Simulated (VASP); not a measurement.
# Nd4O (Pm-3m) in VASP: notebook

Nd4O is run at these levels: PBE; tasks: vibrations by perturbation theory, elastic constants.

All numbers are computed with VASP 6.6.1; they aren't measurements. Logs are shortened: lines on timing, memory, paths and dates and some standing lists are left out, and cuts for length are marked.

## Step 1: The cell of the first run

Symmetry: Pm-3m, No. 221, cubic system. Conventional cell: a = 5.131 Å, b = 5.131 Å, c = 5.131 Å, α = 90.00°, β = 90.00°, γ = 90.00°. Nd (site symmetry 4/mmm) has 2 O at 2.57 Å within 3.4 Å. Within 4.8 Å of Nd (site symmetry m-3m) lie 12 Nd at 3.63 Å and 8 O at 4.44 Å. Within 3.4 Å of O (site symmetry m-3m) lie 6 Nd at 2.57 Å.

## Step 2: Vibrations by perturbation theory, PBE

Contents of INCAR:

```
SYSTEM = Nd4O
PREC = Accurate ; ENCUT = 600
EDIFF = 1E-8 ; ISMEAR = -1
SIGMA = 0.15 ; LREAL = .False.
LASPH = .True. ; NELM = 200
ALGO = Normal ; ISIF = 2
LWAVE = .False. ; LCHARG = .False.
GGA = PE ; NBANDS = 33
IBRION = 8 ; NSW = 1
GGA_COMPAT = .False. ; LMAXMIX = 6
KPAR = 4
```

Contents of KPOINTS:

```
regular mesh
0
Gamma
  8 8 8
  0 0 0
```

Contents of POSCAR:

```
Nd4O
1.0
    5.1307316366      0.0000000000      0.0000000000
    0.0000000000      5.1307316366      0.0000000000
    0.0000000000      0.0000000000      5.1307316366
Nd O
4 1
Direct
    0.0000000000      0.5000000000      0.5000000000
    0.5000000000      0.0000000000      0.5000000000
    0.5000000000      0.5000000000      0.0000000000
    0.0000000000      0.0000000000      0.0000000000
    0.5000000000      0.5000000000      0.5000000000
```

Potentials or basis: VASP PAW PBE potentials, release 64 (Nd_3, O), 4f in core.

On the command line:

```
$ cat potpaw_PBE.64/Nd_3/POTCAR potpaw_PBE.64/O/POTCAR > POTCAR
$ mpirun -np 4 vasp_std > vasp.out
```

OUTCAR:

```text
SYSTEM = Nd4O
   PREC = Accurate
   ENCUT = 600
   EDIFF = 1E-8
   ISMEAR = -1
   LREAL = .False.
   LASPH = .True.
   NELM = 200
   ISIF = 2
   GGA = PE
   IBRION = 8
   NSW = 1

 ion  position               nearest neighbor table
   1  0.000  0.500  0.500-   5 2.57   5 2.57   4 3.63   2 3.63   3 3.63   4 3.63   2 3.63   4 3.63
                             4 3.63   2 3.63   3 3.63   3 3.63   3 3.63   2 3.63
   2  0.500  0.000  0.500-   5 2.57   5 2.57   4 3.63   1 3.63   3 3.63   4 3.63   1 3.63   3 3.63
                             3 3.63   3 3.63   1 3.63   4 3.63   4 3.63   1 3.63
   3  0.500  0.500  0.000-   5 2.57   5 2.57   4 3.63   1 3.63   1 3.63   2 3.63   2 3.63   2 3.63
                             4 3.63   2 3.63   1 3.63   4 3.63   1 3.63   4 3.63
   4  0.000  0.000  0.000-   1 3.63   2 3.63   3 3.63   1 3.63   2 3.63   1 3.63   3 3.63   1 3.63
                             2 3.63   3 3.63   2 3.63   3 3.63
   5  0.500  0.500  0.500-   1 2.57   2 2.57   3 2.57   3 2.57   2 2.57   1 2.57

  LATTYP: Found a simple cubic cell.
 ALAT       =     5.1307316366

  Lattice vectors:

 A1 = (   5.1307316366,   0.0000000000,   0.0000000000)
 A2 = (   0.0000000000,   5.1307316366,   0.0000000000)
 A3 = (   0.0000000000,   0.0000000000,   5.1307316366)

Analysis of symmetry for initial positions (statically):
=====================================================================
 Subroutine PRICEL returns:
 Original cell was already a primitive cell.

 Routine SETGRP: Setting up the symmetry group for a
 simple cubic supercell.

 Subroutine GETGRP returns: Found 48 space group operations
 (whereof 48 operations were pure point group operations)
 out of a pool of 48 trial point group operations.

The static configuration has the point symmetry O_h .

Analysis of symmetry for dynamics (positions and initial velocities):
[... 1086 lines left out ...]
------------------------ aborting loop because EDIFF is reached ----------------------------------------

 INTERNAL STRAIN TENSOR  FOR ION    5  DIRECTION 1   (eV/Angst):
 -----------------------------------------------------------------------------
    -0.00052  0.00000  0.00000
    -0.00000  0.00093  0.00000
    -0.00000  0.00000  0.00093

 INTERNAL STRAIN TENSOR FOR ION    5 for displacements in x,y,z  (eV/Angst):
          X           Y           Z          XY          YZ          ZX
  --------------------------------------------------------------------------------
  x     0.00000     0.00000     0.00000     0.00000     0.00000     0.00000
  y     0.00000     0.00000     0.00000     0.00000     0.00000     0.00000
  z     0.00000     0.00000     0.00000     0.00000     0.00000     0.00000

 SECOND DERIVATIVES (NOT SYMMETRIZED)
 ------------------------------------
               1X          1Y          1Z          2X          2Y          2Z          3X          3Y          3Z          4X          4Y          4Z          5X          5Y          5Z
  1X    -5.045065   -0.000000    0.000000    1.428788   -0.000000    0.000000    1.428788   -0.000000    0.000000    0.861093    0.000000   -0.000000    1.326396   -0.000000   -0.000000
  1Y     0.000000   -4.258370    0.000000    0.000000    1.432963    0.000000    0.000000    0.594392    0.000000    0.000000    1.547621    0.000000    0.000000    0.683394    0.000000
  1Z     0.000000    0.000000   -4.258370    0.000000    0.000000    0.594392    0.000000    0.000000    1.432963    0.000000    0.000000    1.547621    0.000000    0.000000    0.683394
  2X     1.432963    0.000000    0.000000   -4.258370    0.000000    0.000000    0.594392    0.000000    0.000000    1.547621    0.000000    0.000000    0.683394    0.000000    0.000000
  2Y    -0.000000    1.428788   -0.000000   -0.000000   -5.045065    0.000000   -0.000000    1.428788    0.000000    0.000000    0.861093   -0.000000    0.000000    1.326396   -0.000000
  2Z     0.000000    0.000000    0.594392    0.000000    0.000000   -4.258370    0.000000    0.000000    1.432963    0.000000    0.000000    1.547621    0.000000    0.000000    0.683394
  3X     1.432963    0.000000    0.000000    0.594392    0.000000    0.000000   -4.258370    0.000000    0.000000    1.547621    0.000000    0.000000    0.683394    0.000000    0.000000
  3Y     0.000000    0.594392    0.000000    0.000000    1.432963    0.000000    0.000000   -4.258370    0.000000    0.000000    1.547621    0.000000    0.000000    0.683394    0.000000
  3Z    -0.000000    0.000000    1.428788    0.000000   -0.000000    1.428788   -0.000000   -0.000000   -5.045065    0.000000    0.000000    0.861093   -0.000000    0.000000    1.326396
  4X     0.868435    0.000000   -0.000000    1.540719    0.000000   -0.000000    1.540719   -0.000000    0.000000   -4.932642   -0.000000    0.000000    0.982769   -0.000000   -0.000000
  4Y     0.000000    1.540719   -0.000000    0.000000    0.868435   -0.000000   -0.000000    1.540719   -0.000000   -0.000000   -4.932642    0.000000   -0.000000    0.982769   -0.000000
  4Z    -0.000000   -0.000000    1.540719   -0.000000    0.000000    1.540719   -0.000000   -0.000000    0.868435    0.000000    0.000000   -4.932642   -0.000000   -0.000000    0.982769
  5X     1.314931    0.000000    0.000000    0.668114    0.000000   -0.000000    0.668114    0.000000    0.000000    0.975728    0.000000   -0.000000   -3.626887   -0.000000    0.000000
  5Y     0.000000    0.668114   -0.000000    0.000000    1.314931   -0.000000    0.000000    0.668114    0.000000    0.000000    0.975728   -0.000000   -0.000000   -3.626887    0.000000
  5Z     0.000000   -0.000000    0.668114   -0.000000    0.000000    0.668114   -0.000000    0.000000    1.314931   -0.000000   -0.000000    0.975728    0.000000    0.000000   -3.626887

 Eigenvectors and eigenvalues of the dynamical matrix
 ----------------------------------------------------

   1 f  =    7.557901 THz    47.487693 2PiTHz  252.104444 cm-1    31.256953 meV
             X         Y         Z           dx          dy          dz
      0.000000  2.565366  2.565366    -0.114574    0.024746    0.000000
      2.565366  0.000000  2.565366    -0.049926    0.056788   -0.000000
      2.565366  2.565366  0.000000    -0.049926    0.024746    0.000000
      0.000000  0.000000  0.000000    -0.081315    0.040303    0.000000
      2.565366  2.565366  2.565366     0.882077   -0.437197    0.000000
[... 105 lines left out ...]
  15 f/i=    0.009346 THz     0.058725 2PiTHz    0.311760 cm-1     0.038653 meV
             X         Y         Z           dx          dy          dz
      0.000000  2.565366  2.565366    -0.077661   -0.333141    0.354348
      2.565366  0.000000  2.565366    -0.077430   -0.334132    0.354348
      2.565366  2.565366  0.000000    -0.077430   -0.333141    0.355403
      0.000000  0.000000  0.000000    -0.077595   -0.333848    0.355101
      2.565366  2.565366  2.565366    -0.026006   -0.111889    0.119012

--------------------------------------------------------------------------------------------------------

 ELASTIC MODULI CONTR FROM IONIC RELAXATION (kBar)
 Direction    XX          YY          ZZ          XY          YZ          ZX
 --------------------------------------------------------------------------------
 XX           0.0000      0.0000      0.0000      0.0000      0.0000      0.0000
 YY           0.0000      0.0000      0.0000      0.0000      0.0000      0.0000
 ZZ           0.0000      0.0000      0.0000      0.0000      0.0000      0.0000
 XY           0.0000      0.0000      0.0000      0.0000      0.0000      0.0000
 YZ           0.0000      0.0000      0.0000      0.0000      0.0000      0.0000
 ZX           0.0000      0.0000      0.0000      0.0000      0.0000      0.0000
 --------------------------------------------------------------------------------
```

OSZICAR:

```text
N       E                     dE             d eps       ncg     rms          rms(c)
DAV:   1     0.470670686806E+03    0.47067E+03   -0.26279E+04  2310   0.161E+03
DAV:   2     0.486593673926E+01   -0.46580E+03   -0.45165E+03  2628   0.386E+02
[... 142 lines left out ...]
RMM:  24    -0.371974935737E+00    0.36362E-09   -0.32349E-07  7343   0.158E-04    0.107E-06
RMM:  25    -0.371974936141E+00   -0.40436E-09   -0.18840E-07  7218   0.158E-04    0.469E-07
RMM:  26    -0.371974936271E+00   -0.12923E-09   -0.38452E-07  7257   0.158E-04    0.942E-07
RMM:  27    -0.371974935630E+00    0.64074E-09   -0.17938E-07  7083   0.158E-04    0.433E-07
RMM:  28    -0.371974936099E+00   -0.46872E-09   -0.24791E-07  7131   0.158E-04    0.869E-07
RMM:  29    -0.371974935909E+00    0.18984E-09   -0.99498E-08  6994   0.158E-04    0.445E-07
 Linear response finished
```

stdout:

```text
POSCAR found type information on POSCAR NdO
 POSCAR found :  2 types and       5 ions
 scaLAPACK will be used
 LDA part: xc-table for (Slater+PW92), standard interpolation
 POSCAR, INCAR and KPOINTS ok, starting setup
 FFT: planning ... GRIDC
 FFT: planning ... GRID_SOFT
 FFT: planning ... GRID
 WAVECAR not read
 entering main loop
 Linear response reoptimize wavefunctions to high precision
 Linear response DOF=           4
 Linear response progress:
 first order change of Fermi-energy  -0.37948E-03
 force on displaced ion       1 direction 1 :  -5.045  -0.000   0.000
 Linear response progress:
 first order change of Fermi-energy   0.32055E-03
 force on displaced ion       1 direction 2 :   0.000  -4.258   0.000
 Linear response progress:
 first order change of Fermi-energy  -0.27150E-03
 force on displaced ion       4 direction 1 :  -4.933   0.000  -0.000
 Linear response progress:
 first order change of Fermi-energy  -0.13933E-03
 force on displaced ion       5 direction 1 :  -3.627   0.000  -0.000
 Linear response finished
```

It took 15 min on 4 MPI ranks of Intel Xeon 6975P-C (Granite Rapids), shared host; peak memory 1.3 GiB.

Results:

```
Highest phonon frequency at Γ, LO-TO splitting left out : 252 cm⁻¹
```

Phonon frequencies in cm⁻¹ (negative: imaginary):
```csv
q point,frequencies
"(0.000, 0.000, 0.000)",0 0 0 96 96 96 105 105 105 113 113 113 252 252 252
```

Caveat: spin-orbit coupling is left out, which moves the levels of the heavy elements; the 4f electrons are frozen in the core, so they carry no moment and show no levels; the run has no spin polarisation, though such a crystal can be magnetic. Spin polarisation is off, so any magnetic state and its effect on volume and gap are missing.

## Step 3: Elastic constants, PBE

Contents of INCAR:

```
SYSTEM = Nd4O
  PREC = Accurate
  ENCUT = 600
  EDIFF = 1E-8
  ISMEAR = -1
  SIGMA = 0.15
  LREAL = .FALSE.
  LASPH = .TRUE.
  NELM = 200
  ALGO = Normal
  ISIF = 3
  LWAVE = .FALSE.
  LCHARG = .FALSE.
  GGA = PE
  IBRION = 6
  NFREE = 2
  POTIM = 0.015
  NSW = 1
  GGA_COMPAT = .FALSE.
  LMAXMIX = 6
  KPAR = 4
```

Contents of KPOINTS:

```
regular mesh
0
G
  8 8 8
  0 0 0
```

POSCAR is that of step 2.

Potentials or basis: VASP PAW PBE potentials, release 64 (Nd_3, O), 4f in core.

On the command line:

```
$ cat potpaw_PBE.64/Nd_3/POTCAR potpaw_PBE.64/O/POTCAR > POTCAR
$ mpirun -np 4 vasp_std > vasp.out
```

Wall time 23 min (4 MPI ranks of Intel Xeon 6975P-C (Granite Rapids), shared host); peak memory 1.2 GiB.

The run converged. Its results:

```
Elastic constants C11, C12, C44                         : 73, 44, 37 GPa
Voigt bulk modulus                                      : 54 GPa
Highest phonon frequency at Γ, LO-TO splitting left out : 252 cm⁻¹
```

Phonon frequencies in cm⁻¹ (negative: imaginary):
| q point | frequencies |
| --- | --- |
| (0.000, 0.000, 0.000) | 0 0 0 95 95 95 104 104 104 112 112 112 252 252 252 |

Elastic tensor in Voigt notation (GPa, in the Cartesian axes of the cell as first typed):
```
73 44 44  0  0  0
44 73 44  0  0  0
44 44 73  0  0  0
 0  0  0 37  0  0
 0  0  0  0 37  0
 0  0  0  0  0 37
```

Clamped-ion elastic tensor (GPa):
```
73 44 44  0  0  0
44 73 44  0  0  0
44 44 73  0  0  0
 0  0  0 37  0  0
 0  0  0  0 37  0
 0  0  0  0  0 37
```

Caveat: spin-orbit coupling is left out, which moves the levels of the heavy elements; the 4f electrons are frozen in the core, so they carry no moment and show no levels; the run has no spin polarisation, though such a crystal can be magnetic.
